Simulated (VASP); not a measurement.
# CoSi2 (Fm-3m) in VASP: further runs

CoSi2 is run at these levels: PBE; tasks: single point.

Program: VASP 6.6.1. These are calculated values, not measurements. Logs are shortened: lines on timing, memory, paths and dates and some standing lists are left out, and cuts for length are marked.

## (1) The cell of the first run

The structure is cubic, space group Fm-3m (No. 225). Conventional cell: a = 5.213 Å, b = 5.213 Å, c = 5.213 Å, α = 90.00°, β = 90.00°, γ = 90.00°. Co (site symmetry m-3m) has 8 Si at 2.26 Å within 3.0 Å. Within 3.0 Å of Si (site symmetry -43m) lie 4 Co at 2.26 Å and 6 Si at 2.61 Å.

## (2) Single point, PBE, collinear spin, ferromagnetic start (11.81 Å³/atom)

Contents of INCAR:

```
SYSTEM = CoSi2
  PREC = Accurate
  ENCUT = 520
  EDIFF = 1E-6
  ISMEAR = 0
  SIGMA = 0.15
  LREAL = .FALSE.
  LASPH = .TRUE.
  NELM = 150
  ALGO = Normal
  ISIF = 2
  LWAVE = .FALSE.
  LCHARG = .FALSE.
  ISPIN = 2
  MAGMOM = 0.55 0 0
  LORBIT = 11
  NUPDOWN = 0.55
  LMAXMIX = 4
  GGA = PE
  NBANDS = 20
```

Contents of KPOINTS:

```
Automatic mesh
0
G
  14 14 14
  0 0 0
```

Contents of POSCAR:

```
CoSi2
1.0
    0.0000000000      2.6066888915      2.6066888915
    2.6066888915      0.0000000000      2.6066888915
    2.6066888915      2.6066888915      0.0000000000
Co Si
1 2
Direct
    0.0000000000      0.0000000000      0.0000000000
    0.2500000000      0.2500000000      0.2500000000
    0.7500000000      0.7500000000      0.7500000000
```

Potentials or basis: VASP PAW PBE potentials, release 64 (Co, Si).

Launch:

```sh
$ cat potpaw_PBE.64/Co/POTCAR potpaw_PBE.64/Si/POTCAR > POTCAR
$ mpirun -np 1 vasp_std > vasp.out
```

OUTCAR:

```text
SYSTEM = CoSi2
   PREC = Accurate
   ENCUT = 520
   EDIFF = 1E-6
   ISMEAR = 0
   LREAL = .FALSE.
   LASPH = .TRUE.
   NELM = 150
   ISIF = 2
   ISPIN = 2
   LORBIT = 11
   NUPDOWN = 0.55
   GGA = PE

 ion  position               nearest neighbor table
   1  0.000  0.000  0.000-   3 2.26   3 2.26   3 2.26   2 2.26   3 2.26   2 2.26   2 2.26   2 2.26

   2  0.250  0.250  0.250-   1 2.26   1 2.26   1 2.26   1 2.26   3 2.61   3 2.61   3 2.61   3 2.61
                             3 2.61   3 2.61
   3  0.750  0.750  0.750-   1 2.26   1 2.26   1 2.26   1 2.26   2 2.61   2 2.61   2 2.61   2 2.61
                             2 2.61   2 2.61

  LATTYP: Found a face centered cubic cell.
 ALAT       =     5.2133777830

  Lattice vectors:

 A1 = (   0.0000000000,   2.6066888915,   2.6066888915)
 A2 = (   2.6066888915,   0.0000000000,   2.6066888915)
 A3 = (   2.6066888915,   2.6066888915,   0.0000000000)

Analysis of symmetry for initial positions (statically):
=====================================================================
 Subroutine PRICEL returns:
 Original cell was already a primitive cell.

 Routine SETGRP: Setting up the symmetry group for a
 face centered cubic supercell.

 Subroutine GETGRP returns: Found 48 space group operations
 (whereof 48 operations were pure point group operations)
 out of a pool of 48 trial point group operations.

The static configuration has the point symmetry O_h .

Analysis of symmetry for dynamics (positions and initial velocities):
=====================================================================
 Subroutine PRICEL returns:
 Original cell was already a primitive cell.

 Routine SETGRP: Setting up the symmetry group for a
 face centered cubic supercell.

 Subroutine GETGRP returns: Found 48 space group operations
 (whereof 48 operations were pure point group operations)
 out of a pool of 48 trial point group operations.

The dynamic configuration has the point symmetry O_h .

Analysis of structural, dynamic, and magnetic symmetry:
=====================================================================
 Subroutine PRICEL returns:
 Original cell was already a primitive cell.

 Routine SETGRP: Setting up the symmetry group for a
 face centered cubic supercell.

 Subroutine GETGRP returns: Found 48 space group operations
 (whereof 48 operations were pure point group operations)
 out of a pool of 48 trial point group operations.

The overall configuration has the point symmetry O_h .

 Subroutine INISYM returns: Found 48 space group operations
 (whereof 48 operations are pure point group operations),
 and found     1 'primitive' translations

----------------------------------------------------------------------------------------

                                     Primitive cell

  volume of cell :      35.4240

  direct lattice vectors                    reciprocal lattice vectors
     0.000000000  2.606688892  2.606688892    -0.191814221  0.191814221  0.191814221
     2.606688892  0.000000000  2.606688892     0.191814221 -0.191814221  0.191814221
     2.606688892  2.606688892  0.000000000     0.191814221  0.191814221 -0.191814221

  length of vectors
     3.686414783  3.686414783  3.686414783     0.332231977  0.332231977  0.332231977

  position of ions in fractional coordinates (direct lattice)
     0.000000000  0.000000000  0.000000000
     0.250000000  0.250000000  0.250000000
     0.750000000  0.750000000  0.750000000

  ion indices of the primitive-cell ions
   primitive index   ion index
                 1           1
                 2           2
                 3           3

----------------------------------------------------------------------------------------

 KPOINTS: Automatic mesh

Automatic generation of k-mesh.
 Grid dimensions read from file:
 generate k-points for:   14   14   14

 Generating k-lattice:

  Cartesian coordinates                     Fractional coordinates (reciprocal lattice)
    -0.013701016  0.013701016  0.013701016     0.071428571  0.000000000  0.000000000
     0.013701016 -0.013701016  0.013701016     0.000000000  0.071428571  0.000000000
     0.013701016  0.013701016 -0.013701016     0.000000000  0.000000000  0.071428571

  Length of vectors
     0.023730855  0.023730855  0.023730855

  Shift w.r.t. Gamma in fractional coordinates (k-lattice)
     0.000000000  0.000000000  0.000000000

 Subroutine IBZKPT returns following result:
 ===========================================

 Found    104 irreducible k-points:

 Following reciprocal coordinates:
            Coordinates               Weight
  0.000000  0.000000  0.000000      1.000000
  0.071429  0.000000  0.000000      8.000000
  0.142857  0.000000  0.000000      8.000000
  0.214286  0.000000  0.000000      8.000000
  0.285714  0.000000  0.000000      8.000000
  0.357143  0.000000  0.000000      8.000000
[... 16 lines left out ...]
  0.214286  0.142857  0.000000     24.000000
  0.285714  0.142857  0.000000     24.000000
 [... further k-points ...]
   k-points           NKPTS =    104   k-points in BZ     NKDIM =    104   number of bands    NBANDS=     20
   number of dos      NEDOS =    301   number of ions     NIONS =      3
   total plane-waves  NPLWV =  21952
   dimension x,y,z NGX =    28 NGY =   28 NGZ =   28
   dimension x,y,z NGXF=    56 NGYF=   56 NGZF=   56
   ions per type =               1   2
   NGX,Y,Z   is equivalent  to a cutoff of  12.63, 12.63, 12.63 a.u.
   NGXF,Y,Z  is equivalent  to a cutoff of  25.25, 25.25, 25.25 a.u.
 SYSTEM =  CoSi2
   PREC   = accura    normal or accurate (medium, high low for compatibility)
   ISTART =      0    job   : 0-new  1-cont  2-samecut
   ICHARG =      2    charge: 1-file 2-atom 10-const
   ISPIN  =      2    spin polarized calculation?
   LNONCOLLINEAR =      F non collinear calculations
   LSORBIT =      F    spin-orbit coupling
   LASPH  =      T    aspherical Exc in radial PAW
   ENCUT  =  520.0 eV  38.22 Ry    6.18 a.u.   6.85  6.85  6.85*2*pi/ulx,y,z
   NELM   =    150;   NELMIN=  2; NELMDL= -5     # of ELM steps
   EDIFF  = 0.1E-05   stopping-criterion for ELM
   LREAL  =      F    real-space projection
   EDIFFG = 0.1E-04   stopping-criterion for IOM
   NSW    =      0    number of steps for IOM
   IBRION =     -1    ionic relax: 0-MD 1-quasi-New 2-CG
   NFREE  =      0    steps in history (QN), initial steepest desc. (CG)
   ISIF   =      2    stress and relaxation
   ISYM   =      2    0-nonsym 1-usesym 2-fastsym
   POTIM  = 0.5000    time-step for ionic-motion
   TEBEG  =    0.0;   TEEND  =   0.0 temperature during run
   PSTRESS=    0.0 pullay stress
   NELECT =      17.0000    total number of electrons
   NUPDOWN=       0.5500    fix difference up-down
   EMIN   =  10.00;   EMAX   =-10.00  energy-range for DOS
   EFERMI =   0.00;   METHOD = LEGACY
   ISMEAR =     0;   SIGMA  =   0.15  broadening in eV -4-tet -1-fermi 0-gaus
   EFERMI_NEDOS =   21; number of points for ismear=-14 and -15
   IALGO  =     38    algorithm
   IMIX   =      4    mixing-type and parameters
     AMIX     =   0.40;   BMIX     =  1.00
     AMIX_MAG =   1.60;   BMIX_MAG =  1.00
  volume/ion in A,a.u.               =      11.81        79.68
  Fermi-wavevector in a.u.,A,eV,Ry     =   1.281716  2.422093 22.351609  1.642797
  Thomas-Fermi vector in A             =   2.414070
   LORBIT       =     11    0 simple, 1 ext, 2 COOP (PROOUT), +10 PAW based schemes
   GGA     = PE    functional components
   LHFCALC =     F    Hartree Fock is set to
   AEXX    =    0.0000 exact exchange contribution
   IVDW    =     0    specifies the selected vdW correction
   LEPSILON=     F    determine dielectric tensor
   LRPA    =     F    only Hartree local field effects (RPA)
 spin polarized calculation
 Gauss-broadening in eV      SIGMA  =   0.15
  energy-cutoff  :      520.00
  volume of cell :       35.42
 maximum number of plane-waves:       967
   NGX = 13   NGY = 13   NGZ = 13

 number of electron      17.0000002 magnetization       0.5500000

 Free energy of the ion-electron system (eV)
  ---------------------------------------------------
  ext. energy  EPLUGINS =         0.00000000
  ---------------------------------------------------
  free energy    TOTEN  =       -19.00622518 eV

  energy without entropy =      -18.99467191  energy(sigma->0) =      -19.00044855

 E-fermi :  10.8655     XC(G=0): -12.1236

 val. band max:       11.9609466198   @ k =   0.2857   0.1429   0.0000
 cond. band min:      10.8669200507   @ k =   0.4286   0.0714   0.0000
 fundamental gap:     -1.0940265691
 Fermi energy:        11.9681778171

 spin component 1

 k-point     1 :       0.0000    0.0000    0.0000
  band No.  band energies     occupation
      1      -2.6104      1.00000
      2       6.6563      1.00000
      3       6.6563      1.00000
      4       6.6563      1.00000
      5       8.8717      1.00000
      6       8.8717      1.00000
[... 12 lines left out ...]
     19      22.0777      0.00000
     20      27.7841      0.00000
[... 507 lines left out ...]
 k-point    24 :       0.2857    0.1429    0.0000
  band No.  band energies     occupation
      1      -1.4184      1.00000
      2       5.0061      1.00000
      3       6.8247      1.00000
      4       6.8896      1.00000
      5       8.0395      1.00000
      6       9.0769      1.00000
[... 12 lines left out ...]
     19      26.5104      0.00000
     20      28.6407      0.00000

 [... further k-points ...]

 spin component 2

 k-point     1 :       0.0000    0.0000    0.0000
  band No.  band energies     occupation
      1      -2.4749      1.00000
      2       6.8570      1.00000
      3       6.8570      1.00000
      4       6.8570      1.00000
      5       9.1467      1.00000
      6       9.1467      1.00000
[... 12 lines left out ...]
     19      22.1373      0.00000
     20      27.9179      0.00000
[... 507 lines left out ...]
 k-point    24 :       0.2857    0.1429    0.0000
  band No.  band energies     occupation
      1      -1.2826      1.00000
      2       5.1695      1.00000
      3       7.0155      1.00000
      4       7.0859      1.00000
      5       8.2636      1.00000
      6       9.3546      1.00000
[... 12 lines left out ...]
     19      26.5992      0.00000
     20      28.7840      0.00000

 [... further k-points ...]
[... 5 lines left out ...]
  --------------------------------------------------------------------------------------
  -------------------------------------------------------------------------------------
  Total        4.1239735      4.1239735      4.1239735     -0.0000000     -0.0000000     -0.0000000
  in kB      186.5214785    186.5214785    186.5214785     -0.0000000     -0.0000000     -0.0000000
  external PRESSURE =     186.5214785 kB  Pullay stress =       0.0000000 kB

 VOLUME and BASIS-vectors are now :
 -----------------------------------------------------------------------------
  energy-cutoff  :      520.00
  volume of cell :       35.42
      direct lattice vectors                 reciprocal lattice vectors
     0.000000000  2.606688892  2.606688892    -0.191814221  0.191814221  0.191814221
     2.606688892  0.000000000  2.606688892     0.191814221 -0.191814221  0.191814221
     2.606688892  2.606688892  0.000000000     0.191814221  0.191814221 -0.191814221

 POSITION                                       TOTAL-FORCE (eV/Angst)
 -----------------------------------------------------------------------------------
      0.00000      0.00000      0.00000        -0.000000      0.000000     -0.000000
      1.30334      1.30334      1.30334         0.000000     -0.000000     -0.000000
      3.91003      3.91003      3.91003        -0.000000      0.000000      0.000000
 -----------------------------------------------------------------------------------
    total drift:                               -0.000000     -0.000000      0.000000

  FREE ENERGIE OF THE ION-ELECTRON SYSTEM (eV)
  ---------------------------------------------------
  free  energy   TOTEN  =       -19.0062251845 eV

  energy  without entropy=      -18.9946719127  energy(sigma->0) =      -19.00044855

 total charge

# of ion       s       p       d       tot
------------------------------------------
    1        0.586   0.828   7.675   9.088
    2        0.717   0.929   0.000   1.647
    3        0.717   0.929   0.000   1.647
--------------------------------------------------
tot          2.021   2.686   7.675  12.382

 magnetization (x)

# of ion       s       p       d       tot
------------------------------------------
    1        0.007   0.082   0.246   0.336
    2        0.003   0.039   0.000   0.042
    3        0.003   0.039   0.000   0.042
--------------------------------------------------
tot          0.014   0.160   0.246   0.420
```

Run time: 2.4 min. Hardware: 1 thread of Intel Xeon 8259CL, shared host; peak memory 0.25 GiB.

What came out:

* Free energy: -19.0062 eV
* Pressure: 18.7 GPa
* Net moment: 0.55 μB per cell
* Site moments: Co +0.34; Si +0.04 μB
* Valence electrons inside the program's atomic spheres: Co 9.09; Si 1.65

Caveat: the cell stands under pressure; the total moment is fixed, so each spin has its own Fermi level.

## (3) Single point, PBE, collinear spin, ferromagnetic start (11.81 Å³/atom)

Contents of INCAR:

```
SYSTEM = CoSi2
PREC = Accurate
ENCUT = 520
EDIFF = 1E-6
ISMEAR = 0
SIGMA = 0.15
LREAL = .FALSE.
LASPH = .TRUE.
NELM = 150
ALGO = Normal
ISIF = 2
LWAVE = .FALSE.
LCHARG = .FALSE.
ISPIN = 2
MAGMOM = 0.825 0 0
LORBIT = 11
NUPDOWN = 0.825
LMAXMIX = 4
GGA = PE
NBANDS = 20
```

KPOINTS is that of step 2.

POSCAR is that of step 2.

Potentials or basis: VASP PAW PBE potentials, release 64 (Co, Si).

Launch:

```sh
$ cat potpaw_PBE.64/Co/POTCAR potpaw_PBE.64/Si/POTCAR > POTCAR
$ mpirun -np 1 vasp_std > vasp.out
```

It took 2.4 min on 1 thread of Intel Xeon 8259CL, shared host; peak memory 0.25 GiB.

The run converged. Its results:

```
Free energy                                           : -18.8020 eV
Pressure                                              : 20.0 GPa
Net moment                                            : 0.82 μB per cell
Site moments                                          : Co +0.49; Si +0.07 μB
Valence electrons inside the program's atomic spheres : Co 9.08; Si 1.65
```

Caveat: the cell stands under pressure; the total moment is fixed, so each spin has its own Fermi level.
